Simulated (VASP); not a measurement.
# Cr (I4_1/amd) in VASP: notebook

Runs on Cr. Level: r2SCAN. Tasks: single point.

Everything below comes from runs of VASP 6.6.1. Logs are shortened: lines on timing, memory, paths and dates and some standing lists are left out, and cuts for length are marked.

### Step 1. The cell of the first run

Symmetry: I4_1/amd, No. 141, tetragonal system. The conventional cell has a = 4.618 Å, b = 4.618 Å, c = 2.519 Å, α = 90.00°, β = 90.00°, γ = 90.00°. Within 3.2 Å of Cr (site symmetry -4m2) lie 10 Cr at 2.39 to 2.98 Å.

### Step 2. Single point, r2SCAN, collinear spin, ferromagnetic start

POSCAR

```
Cr
1.0
   -2.3090310874      2.3090310874      1.2596190817
    2.3090310874     -2.3090310874      1.2596190817
    2.3090310874      2.3090310874     -1.2596190817
Cr
2
Direct
    0.0000000000      0.0000000000      0.0000000000
    0.7500000000      0.2500000000      0.5000000000
```

INCAR.step1

```
SYSTEM = Cr
PREC = Accurate
ENCUT = 770
ISMEAR = 0
SIGMA = 0.1
LREAL = .False.
LASPH = .True.
NELM = 200
ISPIN = 2
MAGMOM = 3 3
LMAXMIX = 4
NBANDS = 25
GGA = PE
ALGO = Normal
EDIFF = 1E-5
LWAVE = .True.
LCHARG = .False.
GGA_COMPAT = .False.
```

INCAR.step2

```
SYSTEM = Cr
PREC = Accurate
ENCUT = 770
EDIFF = 1E-6
ISMEAR = 0
SIGMA = 0.1
LREAL = .False.
LASPH = .True.
NELM = 200
ALGO = Normal
ISIF = 2
LWAVE = .False.
LCHARG = .False.
ISPIN = 2
MAGMOM = 3 3
LORBIT = 11
LMAXMIX = 4
METAGGA = R2SCAN
LMIXTAU = .True.
NBANDS = 25
ISTART = 1
GGA_COMPAT = .False.
```

KPOINTS

```
Automatic mesh
0
Gamma
  8 8 8
  0 0 0
```

Potentials or basis: VASP PAW PBE potentials, release 64 (Cr_sv).

On the command line:

```sh
cat potpaw_PBE.64/Cr_sv/POTCAR > POTCAR
cp INCAR.step1 INCAR
mpirun -np 1 vasp_std > vasp.out
cp INCAR.step2 INCAR
mpirun -np 1 vasp_std > vasp.out
```

OUTCAR:

```text
SYSTEM = Cr
   PREC = Accurate
   ENCUT = 770
   EDIFF = 1E-6
   ISMEAR = 0
   LREAL = .False.
   LASPH = .True.
   NELM = 200
   ISIF = 2
   ISPIN = 2
   LORBIT = 11
   METAGGA = R2SCAN
   ISTART = 1

 ion  position               nearest neighbor table
   1  0.000  0.000  0.000-   2 2.39   2 2.39   2 2.39   2 2.39
   2  0.750  0.250  0.500-   1 2.39   1 2.39   1 2.39   1 2.39

  LATTYP: Found a body centered tetragonal cell.
 ALAT       =     4.6180621748
 C/A-ratio  =     0.5455184595

  Lattice vectors:

 A1 = (  -2.3090310874,   2.3090310874,   1.2596190817)
 A2 = (   2.3090310874,  -2.3090310874,   1.2596190817)
 A3 = (   2.3090310874,   2.3090310874,  -1.2596190817)

Analysis of symmetry for initial positions (statically):
=====================================================================
 Subroutine PRICEL returns:
 Original cell was already a primitive cell.

 Routine SETGRP: Setting up the symmetry group for a
 body centered tetragonal supercell.

 Subroutine GETGRP returns: Found 16 space group operations
 (whereof  8 operations were pure point group operations)
 out of a pool of 16 trial point group operations.

The static configuration has the point symmetry D_2d.
 The point group associated with its full space group is D_4h.

Analysis of symmetry for dynamics (positions and initial velocities):
=====================================================================
 Subroutine PRICEL returns:
 Original cell was already a primitive cell.

 Routine SETGRP: Setting up the symmetry group for a
 body centered tetragonal supercell.

 Subroutine GETGRP returns: Found 16 space group operations
 (whereof  8 operations were pure point group operations)
 out of a pool of 16 trial point group operations.

The dynamic configuration has the point symmetry D_2d.
 The point group associated with its full space group is D_4h.

Analysis of structural, dynamic, and magnetic symmetry:
=====================================================================
 Subroutine PRICEL returns:
 Original cell was already a primitive cell.

 Routine SETGRP: Setting up the symmetry group for a
 body centered tetragonal supercell.

 Subroutine GETGRP returns: Found 16 space group operations
 (whereof  8 operations were pure point group operations)
 out of a pool of 16 trial point group operations.

The overall configuration has the point symmetry D_2d.
 The point group associated with its full space group is D_4h.

 Subroutine INISYM returns: Found 16 space group operations
 (whereof  8 operations are pure point group operations),
 and found     1 'primitive' translations
[... 117 lines left out ...]
  Fermi-wavevector in a.u.,A,eV,Ry     =   1.659872  3.136703 37.486429  2.755175
  Thomas-Fermi vector in A             =   2.747206
   LORBIT       =     11    0 simple, 1 ext, 2 COOP (PROOUT), +10 PAW based schemes
   METAGGA = R2SCAN    functional components
   LHFCALC =     F    Hartree Fock is set to
   AEXX    =    0.0000 exact exchange contribution
   IVDW    =     0    specifies the selected vdW correction
   LEPSILON=     F    determine dielectric tensor
   LRPA    =     F    only Hartree local field effects (RPA)
 spin polarized calculation
 Gauss-broadening in eV      SIGMA  =   0.10
  energy-cutoff  :      770.00
  volume of cell :       26.86
 maximum number of plane-waves:      1322
   NGX = 15   NGY = 15   NGZ = 15

 number of electron      28.0000009 magnetization      -0.0000787

 Free energy of the ion-electron system (eV)
  ---------------------------------------------------
  ext. energy  EPLUGINS =         0.00000000
  ---------------------------------------------------
  free energy    TOTEN  =       -27.99046486 eV

  energy without entropy =      -27.97910294  energy(sigma->0) =      -27.98478390

 E-fermi :  11.6532     XC(G=0): -13.8660

 val. band max:       11.6379439723   @ k =   0.2500   0.2500   0.1250
 cond. band min:      11.6666221893   @ k =  -0.1250   0.2500   0.1250
 fundamental gap:      0.0286782170
 Fermi energy:        11.6532049490

 spin component 1

 k-point     1 :       0.0000    0.0000    0.0000
  band No.  band energies     occupation
      1     -63.0224      1.00000
      2     -62.7507      1.00000
      3     -33.3769      1.00000
      4     -33.3769      1.00000
      5     -32.7391      1.00000
      6     -32.7288      1.00000
[... 661 lines left out ...]
     24      27.8911      0.00000
     25      28.9481      0.00000

 [... further k-points ...]

 spin component 2

 k-point     1 :       0.0000    0.0000    0.0000
  band No.  band energies     occupation
      1     -63.0225      1.00000
      2     -62.7508      1.00000
      3     -33.3769      1.00000
      4     -33.3769      1.00000
      5     -32.7392      1.00000
      6     -32.7289      1.00000
[... 661 lines left out ...]
     24      27.8911      0.00000
     25      28.9481      0.00000

 [... further k-points ...]

------------------------ aborting loop because EDIFF is reached ----------------------------------------

  FORCE on cell =-STRESS in cart. coord.  units (eV):
  Direction    XX          YY          ZZ          XY          YZ          ZX
  --------------------------------------------------------------------------------------
  -------------------------------------------------------------------------------------
  Total       -3.2936334     -3.2936334     -3.1054430      0.0000000      0.0000000     -0.0000000
  in kB     -196.4387040   -196.4387040   -185.2146593      0.0000000      0.0000000     -0.0000000
  external PRESSURE =    -192.6973558 kB  Pullay stress =       0.0000000 kB

 VOLUME and BASIS-vectors are now :
 -----------------------------------------------------------------------------
  energy-cutoff  :      770.00
  volume of cell :       26.86
      direct lattice vectors                 reciprocal lattice vectors
    -2.309031087  2.309031087  1.259619082     0.000000000  0.216541043  0.396945400
     2.309031087 -2.309031087  1.259619082     0.216541043  0.000000000  0.396945400
     2.309031087  2.309031087 -1.259619082     0.216541043  0.216541043  0.000000000

 POSITION                                       TOTAL-FORCE (eV/Angst)
 -----------------------------------------------------------------------------------
      0.00000      0.00000      0.00000        -0.000000     -0.000000      0.000000
      0.00000      2.30903      0.62981         0.000000      0.000000     -0.000000
 -----------------------------------------------------------------------------------
    total drift:                                0.000000     -0.000000      0.000000

  FREE ENERGIE OF THE ION-ELECTRON SYSTEM (eV)
  ---------------------------------------------------
  free  energy   TOTEN  =       -27.9904648571 eV

  energy  without entropy=      -27.9791029377  energy(sigma->0) =      -27.98478390

 total charge

# of ion       s       p       d       tot
------------------------------------------
    1        2.181   6.006   3.605  11.792
    2        2.181   6.006   3.605  11.792
--------------------------------------------------
tot          4.363  12.011   7.210  23.584

 magnetization (x)

# of ion       s       p       d       tot
------------------------------------------
    1       -0.000   0.000  -0.000  -0.000
    2       -0.000   0.000  -0.000  -0.000
--------------------------------------------------
tot         -0.000   0.000  -0.000  -0.000
```

OUTCAR.step1:

```text
SYSTEM = Cr
   PREC = Accurate
   ENCUT = 770
   ISMEAR = 0
   LREAL = .False.
   LASPH = .True.
[... 1592 lines left out ...]
      0.00000      0.00000      0.00000         0.000000     -0.000000      0.000000
      0.00000      2.30903      0.62981        -0.000000      0.000000     -0.000000
 -----------------------------------------------------------------------------------
    total drift:                                0.000000     -0.000000      0.000000

  FREE ENERGIE OF THE ION-ELECTRON SYSTEM (eV)
  ---------------------------------------------------
  free  energy   TOTEN  =       -17.6191824098 eV

  energy  without entropy=      -17.6057707928  energy(sigma->0) =      -17.61247660
```

OSZICAR.step1:

```text
N       E                     dE             d eps       ncg     rms          rms(c)
DAV:   1     0.579743152508E+03    0.57974E+03   -0.18154E+04  6999   0.356E+03
DAV:   2     0.245553821472E+02   -0.55519E+03   -0.52952E+03  6387   0.718E+02
DAV:   3    -0.132549180705E+02   -0.37810E+02   -0.36473E+02  8322   0.225E+02
DAV:   4    -0.173296622467E+02   -0.40747E+01   -0.39570E+01 11200   0.481E+01
DAV:   5    -0.177961821018E+02   -0.46652E+00   -0.46598E+00  8268   0.164E+01    0.222E+01
DAV:   6    -0.172361056972E+02    0.56008E+00   -0.85949E+00  9242   0.583E+01    0.800E+00
DAV:   7    -0.175450072667E+02   -0.30890E+00   -0.82632E-01  9942   0.115E+01    0.449E+00
DAV:   8    -0.175870218795E+02   -0.42015E-01   -0.50038E-02 10861   0.237E+00    0.233E+00
DAV:   9    -0.176163908459E+02   -0.29369E-01   -0.49720E-02 11759   0.267E+00    0.439E-01
DAV:  10    -0.176192388134E+02   -0.28480E-02   -0.61811E-03  9983   0.102E+00    0.123E-01
DAV:  11    -0.176192060926E+02    0.32721E-04   -0.43077E-04  9894   0.258E-01    0.531E-02
DAV:  12    -0.176191884720E+02    0.17621E-04   -0.49846E-05  8208   0.113E-01    0.232E-02
DAV:  13    -0.176191824098E+02    0.60622E-05   -0.77770E-06  4245   0.460E-02
   1 F= -.17619182E+02 E0= -.17612477E+02  d E =-.134116E-01  mag=     0.0001
```

Run time: 5.5 min. Hardware: 1 thread of Intel Xeon Platinum 8259CL at 2.50GHz (Skylake/Cascade Lake), shared host; peak memory 0.27 GiB.

What came out:

```yaml
Free_energy: -27.9905 eV
Pressure: -19.3 GPa
Band_gap_on_the_k_mesh: zero (filled and empty bands overlap)
Net_moment: 0.00 μB per cell
Valence_electrons_inside_the_program's_atomic_spheres: Cr 11.79
```

Caveat: the cell stands under tension; the moments typed at the start vanished in this run; the PAW data sets were made with another functional, which shifts forces and pressure a little.

[end of part 1 of 2]

The gap in the log of VASP goes by the Fermi energy; the results here count the filled bands.